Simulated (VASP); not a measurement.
# ZnGa4O2 (P-4m2) in VASP: a series of runs

ZnGa4O2 is run at these levels: PBE; tasks: single point.

All numbers are computed with VASP 6.6.1; they aren't measurements. Logs are shortened: lines on timing, memory, paths and dates and some standing lists are left out, and cuts for length are marked.

### 1 The cell of the first run

It takes space group P-4m2 (No. 115, tetragonal). The conventional cell has a = 3.598 Å, b = 3.598 Å, c = 8.821 Å, α = 90.00°, β = 90.00°, γ = 90.00°. Zn (site symmetry -4m2) has 12 Ga at 2.88 to 3.92 Å and 4 Zn at 3.60 Å within 4.0 Å. Ga (site symmetry 2mm) has 4 O at 2.03 Å and 2 Ga at 2.79 Å within 2.8 Å. Ga (site symmetry 2mm) has 7 Ga at 2.70 to 3.60 Å and 4 Zn at 2.88 Å and 1 O at 3.06 Å within 3.6 Å. O (site symmetry -4m2) has 4 Ga at 2.03 Å and 4 O at 2.54 Å within 2.7 Å. O (site symmetry -4m2) has 4 Ga at 2.03 Å and 4 O at 2.54 Å within 2.7 Å.

### 2 Single point, PBE

INCAR

```
PREC = Accurate
ENCUT = 520
EDIFF = 1E-6
ISMEAR = 0
SIGMA = 0.2
LREAL = False
LASPH = True
NELM = 60
ALGO = Normal
ISIF = 2
LWAVE = False
LCHARG = False
GGA = PE
NBANDS = 47
```

KPOINTS

```
Automatic mesh
0
Gamma
  5 5 2
```

POSCAR

```
ZnGa4O2
1.0
    3.5978344343      0.0000000000      0.0000000000
    0.0000000000      3.5978344343      0.0000000000
    0.0000000000      0.0000000000      8.8212942142
Zn Ga O
1 4 2
Direct
    0.0000000000      0.0000000000      0.5000000000
    0.5000000000      0.0000000000      0.8944729413
    0.0000000000      0.5000000000      0.1055270587
    0.5000000000      0.5000000000      0.6528995625
    0.5000000000      0.5000000000      0.3471004375
    0.0000000000      0.0000000000      0.0000000000
    0.5000000000      0.5000000000      0.0000000000
```

Potentials or basis: VASP PAW PBE potentials, release 64 (Zn, Ga_d, O).

Launch:

```console
$ cat potpaw_PBE.64/Zn/POTCAR potpaw_PBE.64/Ga_d/POTCAR potpaw_PBE.64/O/POTCAR > POTCAR
$ mpirun -np 1 vasp_std > vasp.out
```

OUTCAR:

```text
PREC = Accurate
   ENCUT = 520
   EDIFF = 1E-6
   ISMEAR = 0
   LREAL = False
   LASPH = True
   NELM = 60
   ISIF = 2
   GGA = PE

 ion  position               nearest neighbor table
   1  0.000  0.000  0.500-   4 2.88   5 2.88   4 2.88   5 2.88   4 2.88   5 2.88   4 2.88   5 2.88

   2  0.500  0.000  0.894-   6 2.03   7 2.03   7 2.03   6 2.03   4 2.79   4 2.79
   3  0.000  0.500  0.106-   6 2.03   7 2.03   6 2.03   7 2.03   5 2.79   5 2.79
   4  0.500  0.500  0.653-   5 2.70   2 2.79   2 2.79   1 2.88   1 2.88   1 2.88   1 2.88
   5  0.500  0.500  0.347-   4 2.70   3 2.79   3 2.79   1 2.88   1 2.88   1 2.88   1 2.88
   6  0.000  0.000  0.000-   2 2.03   3 2.03   3 2.03   2 2.03
   7  0.500  0.500  0.000-   2 2.03   3 2.03   2 2.03   3 2.03

  LATTYP: Found a simple tetragonal cell.
 ALAT       =     3.5978344343
 C/A-ratio  =     2.4518343952

  Lattice vectors:

 A1 = (   3.5978344343,   0.0000000000,   0.0000000000)
 A2 = (   0.0000000000,   3.5978344343,   0.0000000000)
 A3 = (   0.0000000000,   0.0000000000,   8.8212942142)

Analysis of symmetry for initial positions (statically):
=====================================================================
 Subroutine PRICEL returns:
 Original cell was already a primitive cell.

 Routine SETGRP: Setting up the symmetry group for a
 simple tetragonal supercell.

 Subroutine GETGRP returns: Found  8 space group operations
 (whereof  8 operations were pure point group operations)
 out of a pool of 16 trial point group operations.

The static configuration has the point symmetry D_2d.

Analysis of symmetry for dynamics (positions and initial velocities):
=====================================================================
 Subroutine PRICEL returns:
 Original cell was already a primitive cell.

 Routine SETGRP: Setting up the symmetry group for a
 simple tetragonal supercell.

 Subroutine GETGRP returns: Found  8 space group operations
 (whereof  8 operations were pure point group operations)
 out of a pool of 16 trial point group operations.

The dynamic configuration has the point symmetry D_2d.

 Subroutine INISYM returns: Found  8 space group operations
 (whereof  8 operations are pure point group operations),
 and found     1 'primitive' translations

----------------------------------------------------------------------------------------

                                     Primitive cell
[... 91 lines left out ...]
   NSW    =      0    number of steps for IOM
   IBRION =     -1    ionic relax: 0-MD 1-quasi-New 2-CG
   NFREE  =      0    steps in history (QN), initial steepest desc. (CG)
   ISIF   =      2    stress and relaxation
   ISYM   =      2    0-nonsym 1-usesym 2-fastsym
   POTIM  = 0.5000    time-step for ionic-motion
   TEBEG  =    0.0;   TEEND  =   0.0 temperature during run
   PSTRESS=    0.0 pullay stress
   NELECT =      76.0000    total number of electrons
   NUPDOWN=      -1.0000    fix difference up-down
   EMIN   =  10.00;   EMAX   =-10.00  energy-range for DOS
   EFERMI =   0.00;   METHOD = LEGACY
   ISMEAR =     0;   SIGMA  =   0.20  broadening in eV -4-tet -1-fermi 0-gaus
   EFERMI_NEDOS =   21; number of points for ismear=-14 and -15
   IALGO  =     38    algorithm
   IMIX   =      4    mixing-type and parameters
     AMIX     =   0.40;   BMIX     =  1.00
     AMIX_MAG =   1.60;   BMIX_MAG =  1.00
  volume/ion in A,a.u.               =      16.31       110.08
  Fermi-wavevector in a.u.,A,eV,Ry     =   1.429358  2.701096 27.797593  2.043065
  Thomas-Fermi vector in A             =   2.549321
   LORBIT       =      0    0 simple, 1 ext, 2 COOP (PROOUT), +10 PAW based schemes
   GGA     = PE    functional components
   LHFCALC =     F    Hartree Fock is set to
   AEXX    =    0.0000 exact exchange contribution
   IVDW    =     0    specifies the selected vdW correction
   LEPSILON=     F    determine dielectric tensor
   LRPA    =     F    only Hartree local field effects (RPA)
 non-spin polarized calculation
 Gauss-broadening in eV      SIGMA  =   0.20
  energy-cutoff  :      520.00
  volume of cell :      114.19
 maximum number of plane-waves:      3094
 NGX is ok and might be reduce to    28
   NGX = 13   NGY = 13   NGZ = 33

 number of electron      76.0000011 magnetization

 Free energy of the ion-electron system (eV)
  ---------------------------------------------------
  ext. energy  EPLUGINS =         0.00000000
  ---------------------------------------------------
  free energy    TOTEN  =       -27.14413895 eV

  energy without entropy =      -27.11864648  energy(sigma->0) =      -27.13139271

 E-fermi :   4.1790     XC(G=0): -10.5523

 val. band max:        3.9375876047   @ k =   0.4000   0.2000   0.5000
 cond. band min:       4.1941595936   @ k =   0.2000   0.0000   0.5000
 fundamental gap:      0.2565719889
 Fermi energy:         4.1790408458

 k-point     1 :       0.0000    0.0000    0.0000
  band No.  band energies     occupation
      1     -16.2470      2.00000
      2     -14.2650      2.00000
      3     -10.7030      2.00000
      4     -10.7030      2.00000
      5     -10.6757      2.00000
      6     -10.6377      2.00000
[... 589 lines left out ...]
     46      10.1392      0.00000
     47      10.1867      0.00000

------------------------ aborting loop because EDIFF is reached ----------------------------------------

  FORCE on cell =-STRESS in cart. coord.  units (eV):
  Direction    XX          YY          ZZ          XY          YZ          ZX
  --------------------------------------------------------------------------------------
  -------------------------------------------------------------------------------------
  Total        0.3042944      0.3042944      0.4689587      0.0000000      0.0000000      0.0000000
  in kB        4.2696269      4.2696269      6.5800708      0.0000000      0.0000000      0.0000000
  external PRESSURE =       5.0397748 kB  Pullay stress =       0.0000000 kB

 VOLUME and BASIS-vectors are now :
 -----------------------------------------------------------------------------
  energy-cutoff  :      520.00
  volume of cell :      114.19
      direct lattice vectors                 reciprocal lattice vectors
     3.597834434  0.000000000  0.000000000     0.277944974  0.000000000  0.000000000
     0.000000000  3.597834434  0.000000000     0.000000000  0.277944974  0.000000000
     0.000000000  0.000000000  8.821294214     0.000000000  0.000000000  0.113362050

 POSITION                                       TOTAL-FORCE (eV/Angst)
 -----------------------------------------------------------------------------------
      0.00000      0.00000      4.41065         0.000000     -0.000000     -0.000000
      1.79892      0.00000      7.89041         0.000000     -0.000000     -0.063042
      0.00000      1.79892      0.93089         0.000000     -0.000000      0.063042
      1.79892      1.79892      5.75942         0.000000      0.000000      0.014839
      1.79892      1.79892      3.06188         0.000000     -0.000000     -0.014839
      0.00000      0.00000      0.00000        -0.000000     -0.000000     -0.000000
      1.79892      1.79892      0.00000         0.000000     -0.000000     -0.000000
 -----------------------------------------------------------------------------------
    total drift:                                0.000000      0.000000      0.000000

  FREE ENERGIE OF THE ION-ELECTRON SYSTEM (eV)
  ---------------------------------------------------
  free  energy   TOTEN  =       -27.1441389452 eV

  energy  without entropy=      -27.1186464791  energy(sigma->0) =      -27.13139271
```

OSZICAR:

```text
N       E                     dE             d eps       ncg     rms          rms(c)
DAV:   1     0.774360644478E+03    0.77436E+03   -0.35159E+04  1179   0.287E+03
DAV:   2     0.117619722384E+03   -0.65674E+03   -0.62765E+03  1152   0.709E+02
DAV:   3    -0.202302467012E+02   -0.13785E+03   -0.13302E+03  1303   0.217E+02
DAV:   4    -0.309380191882E+02   -0.10708E+02   -0.10576E+02  1458   0.613E+01
DAV:   5    -0.312465641811E+02   -0.30854E+00   -0.30817E+00  1325   0.996E+00    0.115E+01
DAV:   6    -0.270756939868E+02    0.41709E+01   -0.17405E+01  1889   0.413E+01    0.430E+00
DAV:   7    -0.271771089412E+02   -0.10141E+00   -0.26845E+00  1237   0.112E+01    0.262E+00
DAV:   8    -0.271530069228E+02    0.24102E-01   -0.46381E-01  1721   0.989E+00    0.102E+00
DAV:   9    -0.271456131476E+02    0.73938E-02   -0.72296E-02  1500   0.267E+00    0.408E-01
DAV:  10    -0.271440074319E+02    0.16057E-02   -0.15002E-02  1583   0.931E-01    0.175E-01
DAV:  11    -0.271438604271E+02    0.14700E-03   -0.34875E-03  1644   0.751E-01    0.534E-02
DAV:  12    -0.271440940469E+02   -0.23362E-03   -0.15367E-03  1591   0.394E-01    0.358E-02
DAV:  13    -0.271441412060E+02   -0.47159E-04   -0.61019E-04  1381   0.267E-01    0.268E-02
DAV:  14    -0.271441401889E+02    0.10171E-05   -0.61492E-05  1486   0.178E-01    0.164E-02
DAV:  15    -0.271441383630E+02    0.18258E-05   -0.29558E-05  1567   0.610E-02    0.385E-03
DAV:  16    -0.271441393752E+02   -0.10121E-05   -0.74622E-06  1341   0.165E-02    0.302E-03
DAV:  17    -0.271441389452E+02    0.42991E-06   -0.55381E-07   760   0.179E-02
   1 F= -.27144139E+02 E0= -.27131393E+02  d E =-.254925E-01
```

It took 43 s on 1 thread of Intel Xeon 6975P-C (Granite Rapids), shared host; peak memory 0.24 GiB.

What came out:

```
Free energy            : -27.1441 eV
Pressure               : 0.5 GPa
Largest force          : 0.063 eV/Å
Band gap on the k mesh : zero (bands 38 and 39 overlap by 2.33 eV)
```

Forces in eV/Å, atoms in the order of the input:
```
Zn   0.000  0.000  0.000
Ga   0.000  0.000 -0.063
Ga   0.000  0.000  0.063
Ga   0.000  0.000  0.015
Ga   0.000  0.000 -0.015
O    0.000  0.000  0.000
O    0.000  0.000  0.000
```

Stress tensor (GPa, compression positive):
```
0.43 0.00 0.00
0.00 0.43 0.00
0.00 0.00 0.66
```

Levels at points of the mesh, in eV from the Fermi level:
```
           k point  band 34  band 35  band 36  band 37  band 38  band 39  band 40  band 41  band 42  band 43
(0.00, 0.00, 0.00)    -2.89    -2.59    -2.59     1.44     1.92     1.92     2.21     3.42     3.50     4.12
(0.00, 0.00, 0.50)    -2.59    -2.59    -1.37    -0.87     1.82     1.82     2.55     3.15     4.66     4.66
```

### 3 Single point, PBE

INCAR

```
SYSTEM = ZnGa4O2
PREC     = Accurate       ! precision mode
ENCUT    = 520            ! plane-wave cutoff, eV
EDIFF    = 1E-6           ! SCF threshold, eV
ISMEAR   = 0              ! smearing method
SIGMA    = 0.1            ! smearing width, eV
LREAL    = .FALSE.        ! projectors in reciprocal space
LASPH    = .TRUE.         ! aspherical terms in the spheres
NELM     = 100            ! most SCF steps
ALGO     = Normal         ! electronic algorithm
ISIF     = 2              ! what is computed and relaxed
LWAVE    = .FALSE.        ! write WAVECAR
LCHARG   = .FALSE.        ! write CHGCAR
GGA      = PE             ! functional
NBANDS   = 47             ! bands
```

KPOINTS

```
regular mesh
0
G
  8 8 4
  0 0 0
```

POSCAR

```
ZnGa4O2
1.0
    3.6076948182      0.0000000000      0.0000000000
    0.0000000000      3.6076948182      0.0000000000
    0.0000000000      0.0000000000      8.7746541506
Zn Ga O
1 4 2
Direct
    0.0000000000      0.0000000000      0.5000000000
    0.5000000000      0.0000000000      0.8941337546
    0.0000000000      0.5000000000      0.1058662454
    0.5000000000      0.5000000000      0.6515080051
    0.5000000000      0.5000000000      0.3484919949
    0.0000000000      0.0000000000      0.0000000000
    0.5000000000      0.5000000000      0.0000000000
```

Potentials or basis: VASP PAW PBE potentials, release 64 (Zn, Ga_d, O).

Launch:

```console
$ cat potpaw_PBE.64/Zn/POTCAR potpaw_PBE.64/Ga_d/POTCAR potpaw_PBE.64/O/POTCAR > POTCAR
$ mpirun -np 1 vasp_std > vasp.out
```

OUTCAR:

```text
SYSTEM = ZnGa4O2
   PREC = Accurate
   ENCUT = 520
   EDIFF = 1E-6
   ISMEAR = 0
   LREAL = .FALSE.
   LASPH = .TRUE.
   NELM = 100
   ISIF = 2
   GGA = PE

 ion  position               nearest neighbor table
   1  0.000  0.000  0.500-   4 2.88   5 2.88   4 2.88   5 2.88   4 2.88   5 2.88   4 2.88   5 2.88

   2  0.500  0.000  0.894-   6 2.03   7 2.03   7 2.03   6 2.03   4 2.79   4 2.79
   3  0.000  0.500  0.106-   6 2.03   7 2.03   6 2.03   7 2.03   5 2.79   5 2.79
   4  0.500  0.500  0.652-   5 2.66   2 2.79   2 2.79   1 2.88   1 2.88   1 2.88   1 2.88
   5  0.500  0.500  0.348-   4 2.66   3 2.79   3 2.79   1 2.88   1 2.88   1 2.88   1 2.88
   6  0.000  0.000  0.000-   2 2.03   3 2.03   3 2.03   2 2.03
[... 1413 lines left out ...]
  in kB        3.9656714      3.9656714      1.8623481      0.0000000      0.0000000      0.0000000
  external PRESSURE =       3.2645636 kB  Pullay stress =       0.0000000 kB

 VOLUME and BASIS-vectors are now :
 -----------------------------------------------------------------------------
  energy-cutoff  :      520.00
  volume of cell :      114.21
      direct lattice vectors                 reciprocal lattice vectors
     3.607694818  0.000000000  0.000000000     0.277185308  0.000000000  0.000000000
     0.000000000  3.607694818  0.000000000     0.000000000  0.277185308  0.000000000
     0.000000000  0.000000000  8.774654151     0.000000000  0.000000000  0.113964606

 POSITION                                       TOTAL-FORCE (eV/Angst)
 -----------------------------------------------------------------------------------
      0.00000      0.00000      4.38733         0.000000      0.000000      0.000000
      1.80385      0.00000      7.84571        -0.000000      0.000000     -0.076593
      0.00000      1.80385      0.92894         0.000000      0.000000      0.076593
      1.80385      1.80385      5.71676         0.000000      0.000000      0.009802
      1.80385      1.80385      3.05790         0.000000     -0.000000     -0.009802
      0.00000      0.00000      0.00000         0.000000      0.000000      0.000000
      1.80385      1.80385      0.00000         0.000000      0.000000      0.000000
 -----------------------------------------------------------------------------------
    total drift:                                0.000000      0.000000      0.000000

  FREE ENERGIE OF THE ION-ELECTRON SYSTEM (eV)
  ---------------------------------------------------
  free  energy   TOTEN  =       -27.1524297273 eV

  energy  without entropy=      -27.1471829750  energy(sigma->0) =      -27.14980635
```

OSZICAR:

```text
N       E                     dE             d eps       ncg     rms          rms(c)
DAV:   1     0.754249039958E+03    0.75425E+03   -0.35270E+04  4435   0.287E+03
DAV:   2     0.115512464131E+03   -0.63874E+03   -0.61011E+03  4318   0.703E+02
DAV:   3    -0.201466240201E+02   -0.13566E+03   -0.13056E+03  4835   0.216E+02
DAV:   4    -0.308363335343E+02   -0.10690E+02   -0.10548E+02  5431   0.609E+01
DAV:   5    -0.311580481874E+02   -0.32171E+00   -0.32136E+00  5082   0.989E+00    0.115E+01
DAV:   6    -0.271282312028E+02    0.40298E+01   -0.18268E+01  7303   0.424E+01    0.445E+00
DAV:   7    -0.271775612360E+02   -0.49330E-01   -0.26877E+00  4627   0.121E+01    0.268E+00
DAV:   8    -0.271622874212E+02    0.15274E-01   -0.55050E-01  6304   0.782E+00    0.103E+00
DAV:   9    -0.271526200007E+02    0.96674E-02   -0.63618E-02  5648   0.351E+00    0.388E-01
DAV:  10    -0.271520095002E+02    0.61050E-03   -0.21502E-02  5454   0.109E+00    0.135E-01
DAV:  11    -0.271522620390E+02   -0.25254E-03   -0.29612E-03  4907   0.347E-01    0.551E-02
DAV:  12    -0.271523994292E+02   -0.13739E-03   -0.34379E-04  6224   0.310E-01    0.210E-02
DAV:  13    -0.271524227639E+02   -0.23335E-04   -0.16356E-04  6041   0.137E-01    0.150E-02
DAV:  14    -0.271524284942E+02   -0.57303E-05   -0.64496E-05  4772   0.783E-02    0.862E-03
DAV:  15    -0.271524296654E+02   -0.11712E-05   -0.12284E-05  4838   0.123E-01    0.326E-03
DAV:  16    -0.271524297273E+02   -0.61891E-07   -0.32015E-06  4149   0.264E-02
   1 F= -.27152430E+02 E0= -.27149806E+02  d E =-.524675E-02
```

Run time: 2.4 min. Hardware: 1 thread of Intel Xeon 6975P-C (Granite Rapids), shared host; peak memory 0.34 GiB.

Results:

| Quantity | Value |
| --- | --- |
| Free energy | -27.1524 eV |
| Pressure | 0.3 GPa |
| Largest force | 0.077 eV/Å |
| Band gap on the k mesh | zero (bands 38 and 39 overlap by 2.86 eV) |

Forces in eV/Å, atoms in the order of the input:
```
Zn   0.000  0.000  0.000
Ga   0.000  0.000 -0.077
Ga   0.000  0.000  0.077
Ga   0.000  0.000  0.010
Ga   0.000  0.000 -0.010
O    0.000  0.000  0.000
O    0.000  0.000  0.000
```

The gap in the log of VASP goes by the Fermi energy; the results here count the filled bands.